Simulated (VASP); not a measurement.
# LiF in VASP: settings compared, part 2 of 2

VASP 6.6.1. The steps go on from the part before.

## (4) Electric field gradients, LDA

The input, INCAR:

```
SYSTEM = LiF
PREC     = Accurate       ! precision mode
ENCUT    = 520            ! plane-wave cutoff, eV
EDIFF    = 1E-8           ! SCF threshold, eV
ISMEAR   = -1             ! smearing method
SIGMA    = 0.03           ! smearing width, eV
LREAL    = .False.        ! projectors in reciprocal space
LASPH    = .True.         ! aspherical terms in the spheres
NELM     = 100            ! most SCF steps
ALGO     = Normal         ! electronic algorithm
ISIF     = 2              ! what is computed and relaxed
LWAVE    = .False.        ! write WAVECAR
LCHARG   = .False.        ! write CHGCAR
GGA      = CA             ! functional
LEFG     = .True.       
NBANDS   = 12             ! bands
```

The input, KPOINTS:

```
regular mesh
0
Gamma
  10 10 10
  0 0 0
```

The input, POSCAR:

```
LiF
1.0
    0.0000000000      2.0140000000      2.0140000000
    2.0140000000      0.0000000000      2.0140000000
    2.0140000000      2.0140000000      0.0000000000
Li F
1 1
Direct
    0.0000000000      0.0000000000      0.0000000000
    0.5000000000      0.5000000000      0.5000000000
```

Potentials or basis: VASP PAW LDA potentials, release 64 (Li_sv, F).

Run with:

```console
> cat potpaw_LDA.64/Li_sv/POTCAR potpaw_LDA.64/F/POTCAR > POTCAR
> mpirun -np 1 vasp_std > vasp.out
```

OUTCAR:

```text
SYSTEM = LiF
   PREC = Accurate
   ENCUT = 520
   EDIFF = 1E-8
   ISMEAR = -1
   LREAL = .False.
   LASPH = .True.
   NELM = 100
   ISIF = 2
   GGA = CA

 ion  position               nearest neighbor table
   1  0.000  0.000  0.000-   2 2.01   2 2.01   2 2.01   2 2.01   2 2.01   2 2.01
   2  0.500  0.500  0.500-   1 2.01   1 2.01   1 2.01   1 2.01   1 2.01   1 2.01

  LATTYP: Found a face centered cubic cell.
 ALAT       =     4.0280000000

  Lattice vectors:

 A1 = (   0.0000000000,   2.0140000000,   2.0140000000)
 A2 = (   2.0140000000,   0.0000000000,   2.0140000000)
 A3 = (   2.0140000000,   2.0140000000,   0.0000000000)

Analysis of symmetry for initial positions (statically):
=====================================================================
 Subroutine PRICEL returns:
 Original cell was already a primitive cell.

 Routine SETGRP: Setting up the symmetry group for a
 face centered cubic supercell.

 Subroutine GETGRP returns: Found 48 space group operations
 (whereof 48 operations were pure point group operations)
 out of a pool of 48 trial point group operations.

The static configuration has the point symmetry O_h .

Analysis of symmetry for dynamics (positions and initial velocities):
=====================================================================
 Subroutine PRICEL returns:
 Original cell was already a primitive cell.

 Routine SETGRP: Setting up the symmetry group for a
 face centered cubic supercell.

 Subroutine GETGRP returns: Found 48 space group operations
 (whereof 48 operations were pure point group operations)
 out of a pool of 48 trial point group operations.

The dynamic configuration has the point symmetry O_h .

 Subroutine INISYM returns: Found 48 space group operations
 (whereof 48 operations are pure point group operations),
 and found     1 'primitive' translations

----------------------------------------------------------------------------------------

                                     Primitive cell

  volume of cell :      16.3384

  direct lattice vectors                    reciprocal lattice vectors
     0.000000000  2.014000000  2.014000000    -0.248262165  0.248262165  0.248262165
     2.014000000  0.000000000  2.014000000     0.248262165 -0.248262165  0.248262165
     2.014000000  2.014000000  0.000000000     0.248262165  0.248262165 -0.248262165

  length of vectors
     2.848226115  2.848226115  2.848226115     0.430002683  0.430002683  0.430002683

  position of ions in fractional coordinates (direct lattice)
     0.000000000  0.000000000  0.000000000
     0.500000000  0.500000000  0.500000000

  ion indices of the primitive-cell ions
   primitive index   ion index
                 1           1
                 2           2

----------------------------------------------------------------------------------------

 KPOINTS: regular mesh

Automatic generation of k-mesh.
 Grid dimensions read from file:
 generate k-points for:   10   10   10
[... 76 lines left out ...]
   NUPDOWN=      -1.0000    fix difference up-down
   EMIN   =  10.00;   EMAX   =-10.00  energy-range for DOS
   EFERMI =   0.00;   METHOD = LEGACY
   ISMEAR =    -1;   SIGMA  =   0.03  broadening in eV -4-tet -1-fermi 0-gaus
   EFERMI_NEDOS =   21; number of points for ismear=-14 and -15
   IALGO  =     38    algorithm
   IMIX   =      4    mixing-type and parameters
     AMIX     =   0.40;   BMIX     =  1.00
     AMIX_MAG =   1.60;   BMIX_MAG =  1.00
  volume/ion in A,a.u.               =       8.17        55.13
  Fermi-wavevector in a.u.,A,eV,Ry     =   1.389970  2.626662 26.286674  1.932016
  Thomas-Fermi vector in A             =   2.513950
   LORBIT       =      0    0 simple, 1 ext, 2 COOP (PROOUT), +10 PAW based schemes
   GGA     = CA    functional components
   LHFCALC =     F    Hartree Fock is set to
   AEXX    =    0.0000 exact exchange contribution
   IVDW    =     0    specifies the selected vdW correction
   LEPSILON=     F    determine dielectric tensor
   LRPA    =     F    only Hartree local field effects (RPA)
 non-spin polarized calculation
  energy-cutoff  :      520.00
  volume of cell :       16.34
 maximum number of plane-waves:       459
 NGX is ok and might be reduce to    24
   NGX = 11   NGY = 11   NGZ = 11

 number of electron      10.0000000 magnetization

 number of electron       9.9999992 magnetization

 Free energy of the ion-electron system (eV)
  ---------------------------------------------------
  ext. energy  EPLUGINS =         0.00000000
  ---------------------------------------------------
  free energy    TOTEN  =       -10.47181116 eV

  energy without entropy =      -10.47181116  energy(sigma->0) =      -10.47181116

 E-fermi :  -0.4883     XC(G=0): -10.6699

 val. band max:       -1.2984592782   @ k =   0.0000   0.0000   0.0000
 cond. band min:       7.5338219725   @ k =   0.0000   0.0000   0.0000
 fundamental gap:      8.8322812507
 Fermi energy:        -0.4882532446

 k-point     1 :       0.0000    0.0000    0.0000
  band No.  band energies     occupation
      1     -41.0503      2.00000
      2     -20.8675      2.00000
      3      -1.2985      2.00000
      4      -1.2985      2.00000
      5      -1.2985      2.00000
      6       7.5338      0.00000
      7      22.1568      0.00000
      8      22.1568      0.00000
      9      22.1568      0.00000
     10      22.6068      0.00000
     11      22.6068      0.00000
     12      22.6068      0.00000
[... 331 lines left out ...]
 k-point    24 :       0.4000    0.3000    0.0000
  band No.  band energies     occupation
      1     -40.9795      2.00000
      2     -20.3139      2.00000
      3      -3.6924      2.00000
      4      -2.2005      2.00000
      5      -2.0843      2.00000
      6      11.4442      0.00000
      7      15.0472      0.00000
      8      16.8482      0.00000
      9      18.3866      0.00000
     10      19.4640      0.00000
     11      32.3117      0.00000
     12      33.2223      0.00000

 [... further k-points ...]
[... 5 lines left out ...]
  --------------------------------------------------------------------------------------
  -------------------------------------------------------------------------------------
  Total       -0.6844375     -0.6844375     -0.6844375      0.0000000     -0.0000000      0.0000000
  in kB      -67.1175315    -67.1175315    -67.1175315      0.0000000     -0.0000000      0.0000000
  external PRESSURE =     -67.1175315 kB  Pullay stress =       0.0000000 kB

 VOLUME and BASIS-vectors are now :
 -----------------------------------------------------------------------------
  energy-cutoff  :      520.00
  volume of cell :       16.34
      direct lattice vectors                 reciprocal lattice vectors
     0.000000000  2.014000000  2.014000000    -0.248262165  0.248262165  0.248262165
     2.014000000  0.000000000  2.014000000     0.248262165 -0.248262165  0.248262165
     2.014000000  2.014000000  0.000000000     0.248262165  0.248262165 -0.248262165

 POSITION                                       TOTAL-FORCE (eV/Angst)
 -----------------------------------------------------------------------------------
      0.00000      0.00000      0.00000         0.000000      0.000000     -0.000000
      2.01400      2.01400      2.01400        -0.000000     -0.000000      0.000000
 -----------------------------------------------------------------------------------
    total drift:                               -0.000000     -0.000000      0.000000

  FREE ENERGIE OF THE ION-ELECTRON SYSTEM (eV)
  ---------------------------------------------------
  free  energy   TOTEN  =       -10.4718111597 eV

  energy  without entropy=      -10.4718111597  energy(sigma->0) =      -10.47181116

 Electric field gradients (V/A^2)
---------------------------------------------------------------------
 ion       V_xx      V_yy      V_zz      V_xy      V_xz      V_yz
---------------------------------------------------------------------
   1      -0.000     0.000     0.000    -0.001    -0.001    -0.001
   2       0.000     0.000    -0.000     0.000     0.000     0.000
---------------------------------------------------------------------

 Electric field gradients after diagonalization (V/A^2)
 (convention: |V_zz| > |V_xx| > |V_yy|)
----------------------------------------------------------------------
 ion       V_xx      V_yy      V_zz     asymmetry (V_yy - V_xx)/ V_zz
----------------------------------------------------------------------
   1       0.001     0.001    -0.002       0.000
   2      -0.000    -0.000     0.000       0.000
----------------------------------------------------------------------

           NMR quadrupolar parameters

 Cq : quadrupolar parameter    Cq=e*Q*V_zz/h
 eta: asymmetry parameters     (V_yy - V_xx)/ V_zz
 Q  : nuclear electric quadrupole moment in mb (millibarn)
----------------------------------------------------------------------
 ion       Cq(MHz)       eta       Q (mb)
----------------------------------------------------------------------
   1      -0.000       0.000       1.000
   2       0.000       0.000       1.000
----------------------------------------------------------------------
```

Run time: 6.7 s. Hardware: 1 thread of Intel Xeon 6975P-C, shared host; peak memory 0.12 GiB.

Results:

```yaml
Free_energy: -10.4718 eV
Band_gap_on_the_k_mesh: 8.83 eV, direct
```

Caveat: the cutoff is under 1.25 times the usual one of these potentials, so pressure, stress and relaxed cells hold a basis-set (Pulay) error; without QUAD_EFG the Cq values of the log hold for a quadrupole moment of 1 mb, not for the nuclei. As with any semilocal functional, this LDA gap is likely too small.

## (5) Electric field gradients, PBEsol

The input, INCAR:

```
PREC     = Accurate       # precision mode
ENCUT    = 520            # plane-wave cutoff, eV
EDIFF    = 1E-8           # SCF threshold, eV
ISMEAR   = -1             # smearing method
SIGMA    = 0.03           # smearing width, eV
LREAL    = False          # projectors in reciprocal space
LASPH    = True           # aspherical terms in the spheres
NELM     = 80             # most SCF steps
ALGO     = Normal         # electronic algorithm
ISIF     = 2              # what is computed and relaxed
LWAVE    = False          # write WAVECAR
LCHARG   = False          # write CHGCAR
GGA      = PS             # functional
LEFG     = True         
NBANDS   = 12             # bands
```

The input, KPOINTS:

```
Automatic mesh
0
Gamma
  10 10 10
```

POSCAR is that of step 4.

Potentials or basis: VASP PAW PBE potentials, release 64 (Li_sv, F).

Run with:

```console
> cat potpaw_PBE.64/Li_sv/POTCAR potpaw_PBE.64/F/POTCAR > POTCAR
> mpirun -np 1 vasp_std > vasp.out
```

OUTCAR:

```text
PREC = Accurate
   ENCUT = 520
   EDIFF = 1E-8
   ISMEAR = -1
   LREAL = False
   LASPH = True
   NELM = 80
   ISIF = 2
   GGA = PS

 ion  position               nearest neighbor table
   1  0.000  0.000  0.000-   2 2.01   2 2.01   2 2.01   2 2.01   2 2.01   2 2.01
   2  0.500  0.500  0.500-   1 2.01   1 2.01   1 2.01   1 2.01   1 2.01   1 2.01

  LATTYP: Found a face centered cubic cell.
 ALAT       =     4.0280000000

  Lattice vectors:

 A1 = (   0.0000000000,   2.0140000000,   2.0140000000)
 A2 = (   2.0140000000,   0.0000000000,   2.0140000000)
 A3 = (   2.0140000000,   2.0140000000,   0.0000000000)

Analysis of symmetry for initial positions (statically):
[... 572 lines left out ...]
  free  energy   TOTEN  =        -9.8518659140 eV

  energy  without entropy=       -9.8518659140  energy(sigma->0) =       -9.85186591

 Electric field gradients (V/A^2)
---------------------------------------------------------------------
 ion       V_xx      V_yy      V_zz      V_xy      V_xz      V_yz
---------------------------------------------------------------------
   1      -0.000     0.000     0.000    -0.001    -0.001    -0.001
   2      -0.000    -0.000    -0.000     0.000     0.000     0.000
---------------------------------------------------------------------

 Electric field gradients after diagonalization (V/A^2)
 (convention: |V_zz| > |V_xx| > |V_yy|)
----------------------------------------------------------------------
 ion       V_xx      V_yy      V_zz     asymmetry (V_yy - V_xx)/ V_zz
----------------------------------------------------------------------
   1       0.001     0.001    -0.002       0.000
   2      -0.000    -0.000     0.000       0.000
----------------------------------------------------------------------

           NMR quadrupolar parameters

 Cq : quadrupolar parameter    Cq=e*Q*V_zz/h
 eta: asymmetry parameters     (V_yy - V_xx)/ V_zz
 Q  : nuclear electric quadrupole moment in mb (millibarn)
----------------------------------------------------------------------
 ion       Cq(MHz)       eta       Q (mb)
----------------------------------------------------------------------
   1      -0.000       0.000       1.000
   2       0.000       0.000       1.000
----------------------------------------------------------------------
```

OSZICAR:

```text
N       E                     dE             d eps       ncg     rms          rms(c)
DAV:   1     0.313903632556E+02    0.31390E+02   -0.54845E+03  1152   0.838E+02
DAV:   2    -0.910834470381E+01   -0.40499E+02   -0.39772E+02  1352   0.189E+02
DAV:   3    -0.102640228870E+02   -0.11557E+01   -0.11511E+01  1500   0.280E+01
DAV:   4    -0.102777907074E+02   -0.13768E-01   -0.13767E-01  1268   0.329E+00
DAV:   5    -0.102779552578E+02   -0.16455E-03   -0.16455E-03  1448   0.279E-01    0.406E+00
DAV:   6    -0.985128672118E+01    0.42667E+00   -0.20068E+00  1248   0.872E+00    0.139E+00
DAV:   7    -0.984942064818E+01    0.18661E-02   -0.15051E-02  1516   0.111E+00    0.839E-01
DAV:   8    -0.985178728496E+01   -0.23666E-02   -0.11836E-02  1412   0.120E+00    0.104E-01
DAV:   9    -0.985181495084E+01   -0.27666E-04   -0.99694E-04  1324   0.279E-01    0.423E-02
DAV:  10    -0.985186530492E+01   -0.50354E-04   -0.99435E-05  1276   0.750E-02    0.947E-03
DAV:  11    -0.985186573962E+01   -0.43470E-06   -0.42026E-06  1440   0.204E-02    0.200E-03
DAV:  12    -0.985186592212E+01   -0.18250E-06   -0.65353E-07  1288   0.726E-03    0.117E-03
DAV:  13    -0.985186591402E+01    0.81031E-08   -0.83881E-08  1352   0.231E-03
   1 F= -.98518659E+01 E0= -.98518659E+01  d E =-.207997E-11
```

Wall time 6.8 s (1 thread of Intel Xeon 6975P-C, shared host); peak memory 0.13 GiB.

What came out:

```yaml
Free_energy: -9.8519 eV
Band_gap_on_the_k_mesh: 8.92 eV, direct
```

Caveat: the cutoff is under 1.25 times the usual one of these potentials, so pressure, stress and relaxed cells hold a basis-set (Pulay) error; without QUAD_EFG the Cq values of the log hold for a quadrupole moment of 1 mb, not for the nuclei; the PAW data sets were made with another functional, which shifts forces and pressure a little. A k mesh can miss the band edges.

## (6) Overview

| level | potentials or basis | cell | gap on the mesh (eV) |
| --- | --- | --- | --- |
| PBE | VASP PAW PBE potentials, release 64 (Li_sv, F) | a = 2.820 Å, angles 61.3°, 2 atoms | 8.98 |
| PBE | VASP PAW PBE potentials, release 64 (Li_sv, F) | a = 2.863 Å, angles 59.3°, 2 atoms | 9.06 |
| LDA | VASP PAW LDA potentials, release 64 (Li_sv, F) | a = 2.848 Å, angles 60.0°, 2 atoms | 8.83 |
| PBEsol | VASP PAW PBE potentials, release 64 (Li_sv, F) | a = 2.848 Å, angles 60.0°, 2 atoms | 8.92 |

Alike in all rows: task electric field gradients; no spin polarisation; k mesh 10 × 10 × 10; cutoff (eV) 520; smearing fermi-dirac 0.03 eV.

Caveats: the cutoff is under 1.25 times the usual one of these potentials, so pressure, stress and relaxed cells hold a basis-set (Pulay) error; the PAW data sets were made with another functional, which shifts forces and pressure a little (some runs).

Total energies depend on the potentials used, so only differences within one code and one set of settings carry meaning.
